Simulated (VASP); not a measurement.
**SrLi26H27 (a cell with a defect): electric field gradients with PBE**

Crystal: SrLi26H27 (a cell with a defect).

```
Sr Li H
1.0
     0.00000    6.11025    6.11025
     6.11025    0.00000    6.11025
     6.11025    6.11025    0.00000
Sr Li H
1 26 27
Cartesian
  0.0000 0.0000 0.0000
  2.0367 2.0367 0.0000
  4.0735 4.0735 0.0000
  2.0367 0.0000 2.0367
  4.0735 2.0367 2.0367
  6.1102 4.0735 2.0367
  4.0735 0.0000 4.0735
  6.1102 2.0367 4.0735
  8.1470 4.0735 4.0735
  0.0000 2.0367 2.0367
  2.0367 4.0735 2.0367
  4.0735 6.1102 2.0367
  2.0367 2.0367 4.0735
  4.0735 4.0735 4.0735
  6.1102 6.1102 4.0735
  4.0735 2.0367 6.1102
  6.1102 4.0735 6.1102
  8.1470 6.1102 6.1102
  0.0000 4.0735 4.0735
  2.0367 6.1102 4.0735
  4.0735 8.1470 4.0735
  2.0367 4.0735 6.1102
  4.0735 6.1102 6.1102
  6.1102 8.1470 6.1102
  4.0735 4.0735 8.1470
  6.1102 6.1102 8.1470
  8.1470 8.1470 8.1470
  2.0368 2.0368 2.0368
  4.0735 4.0735 2.0368
  6.1102 6.1102 2.0368
  4.0735 2.0368 4.0735
  6.1102 4.0735 4.0735
  8.1470 6.1102 4.0735
  6.1102 2.0368 6.1102
  8.1470 4.0735 6.1102
  10.1837 6.1102 6.1102
  2.0368 4.0735 4.0735
  4.0735 6.1102 4.0735
  6.1102 8.1470 4.0735
  4.0735 4.0735 6.1102
  6.1102 6.1102 6.1102
  8.1470 8.1470 6.1102
  6.1102 4.0735 8.1470
  8.1470 6.1102 8.1470
  10.1837 8.1470 8.1470
  2.0368 6.1102 6.1102
  4.0735 8.1470 6.1102
  6.1102 10.1837 6.1102
  4.0735 6.1102 8.1470
  6.1102 8.1470 8.1470
  8.1470 10.1837 8.1470
  6.1102 6.1102 10.1837
  8.1470 8.1470 10.1837
  10.1837 10.1837 10.1837
```

```json
{
 "Program": "VASP 6.6.1",
 "Task": "electric field gradients",
 "Functional": "PBE",
 "Potentials or basis": "VASP PAW PBE potentials, release 64 (Sr_sv, Li_sv, H)",
 "Cutoff": "520 eV",
 "k mesh": "3 × 3 × 3",
 "Occupations": "fermi-dirac, width 0.01 eV",
 "Spin": "no spin polarisation",
 "Dipole correction": "no",
 "Charge": "1",
 "Further INCAR settings": "LREAL = Auto; ALGO = Normal; EDIFF = 1e-08; NBANDS = 90; NELECT = 114.0"
}
```

```json
{
 "Largest force": "1.689 eV/Å"
}
```

Forces on the atoms (eV/Å):
```
Sr   0.000  0.000  0.000
Li   0.546  0.546  0.000
Li  -0.546 -0.546  0.000
Li   0.546  0.000  0.546
Li   0.074 -0.074 -0.074
Li   0.000 -0.546  0.546
Li  -0.546  0.000 -0.546
Li   0.000  0.546 -0.546
Li  -0.074  0.074  0.074
Li   0.000  0.546  0.546
Li  -0.074  0.074 -0.074
Li  -0.546  0.000  0.546
Li  -0.074 -0.074  0.074
Li   0.074  0.074  0.074
Li   0.000  0.000  0.112
Li  -0.546  0.546  0.000
Li   0.000  0.112  0.000
Li  -0.112  0.000  0.000
Li   0.000 -0.546 -0.546
Li   0.546  0.000 -0.546
Li   0.074 -0.074  0.074
Li   0.546 -0.546  0.000
Li   0.112  0.000  0.000
Li   0.000 -0.112  0.000
Li   0.074  0.074 -0.074
Li   0.000  0.000 -0.112
Li  -0.074 -0.074 -0.074
H   -0.146 -0.146 -0.146
H    0.146  0.146 -0.146
H    0.000  0.000  1.689
H    0.146 -0.146  0.146
H    0.000 -0.048 -0.048
H    0.048  0.000 -0.048
H    0.000  1.689  0.000
H    0.048 -0.048  0.000
H   -1.689  0.000  0.000
H   -0.146  0.146  0.146
H   -0.048  0.000 -0.048
H    0.000  0.048 -0.048
H   -0.048 -0.048  0.000
H    0.000  0.000  0.000
H    0.048  0.048  0.000
H    0.000 -0.048  0.048
H    0.048  0.000  0.048
H    0.146 -0.146 -0.146
H    1.689  0.000  0.000
H   -0.048  0.048  0.000
H    0.000 -1.689  0.000
H   -0.048  0.000  0.048
H    0.000  0.048  0.048
H   -0.146  0.146 -0.146
H    0.000  0.000 -1.689
H   -0.146 -0.146  0.146
H    0.146  0.146  0.146
```

Levels at points of the mesh, in eV from the Fermi level:
```csv
k point,band 54,band 55,band 56,band 57,band 58,band 59,band 60,band 61
"(0.00, 0.00, 0.00)",-0.96,-0.96,-0.96,-0.94,3.12,3.12,3.12,4.76
```

Electric field gradients, principal values (V/Å²):
```tsv
atom	least	middle	greatest (by size)
1 Sr	-0.001	-0.001	0.001
2 Li	-0.383	-0.415	0.798
3 Li	-0.383	-0.415	0.798
4 Li	-0.383	-0.415	0.798
5 Li	-0.010	-0.012	0.022
6 Li	-0.386	-0.407	0.794
7 Li	-0.383	-0.415	0.798
8 Li	-0.386	-0.407	0.794
9 Li	-0.010	-0.012	0.022
10 Li	-0.383	-0.415	0.798
11 Li	-0.010	-0.012	0.022
12 Li	-0.386	-0.407	0.794
13 Li	-0.010	-0.012	0.022
14 Li	-0.016	-0.016	0.032
15 Li	-0.064	-0.069	0.133
16 Li	-0.386	-0.407	0.794
17 Li	-0.064	-0.069	0.133
18 Li	-0.064	-0.069	0.133
19 Li	-0.383	-0.415	0.798
20 Li	-0.386	-0.407	0.794
21 Li	-0.010	-0.012	0.022
22 Li	-0.386	-0.407	0.794
23 Li	-0.064	-0.069	0.133
24 Li	-0.064	-0.069	0.133
25 Li	-0.010	-0.012	0.022
26 Li	-0.064	-0.069	0.133
27 Li	-0.016	-0.016	0.032
28 H	-0.009	-0.009	0.017
29 H	-0.009	-0.010	0.019
30 H	-1.884	-1.885	3.769
31 H	-0.009	-0.010	0.019
32 H	-0.011	-0.042	0.053
33 H	-0.010	-0.041	0.051
34 H	-1.884	-1.885	3.769
35 H	-0.010	-0.041	0.051
36 H	-1.884	-1.885	3.769
37 H	-0.009	-0.010	0.019
38 H	-0.011	-0.042	0.053
39 H	-0.010	-0.041	0.051
40 H	-0.011	-0.042	0.053
41 H	0.001	0.001	-0.003
42 H	-0.011	-0.042	0.053
43 H	-0.010	-0.041	0.051
44 H	-0.011	-0.042	0.053
45 H	-0.009	-0.010	0.019
46 H	-1.884	-1.885	3.769
47 H	-0.010	-0.041	0.051
48 H	-1.884	-1.885	3.769
49 H	-0.010	-0.041	0.051
50 H	-0.011	-0.042	0.053
51 H	-0.009	-0.010	0.019
52 H	-1.884	-1.885	3.769
53 H	-0.009	-0.010	0.019
54 H	-0.009	-0.009	0.017
```

Run time: 4.4 min on 1 thread of Intel(R) Xeon(R) Platinum 8488C (Sapphire Rapids) (shared host), peak memory 0.6 GiB.

Caveat: the cell carries a net charge on a neutralising background, which shifts energy and pressure; the cell is charged against a uniform background, so pressure and absolute levels hang on convention; without QUAD_EFG the Cq values of the log hold for a quadrupole moment of 1 mb, not for the nuclei.
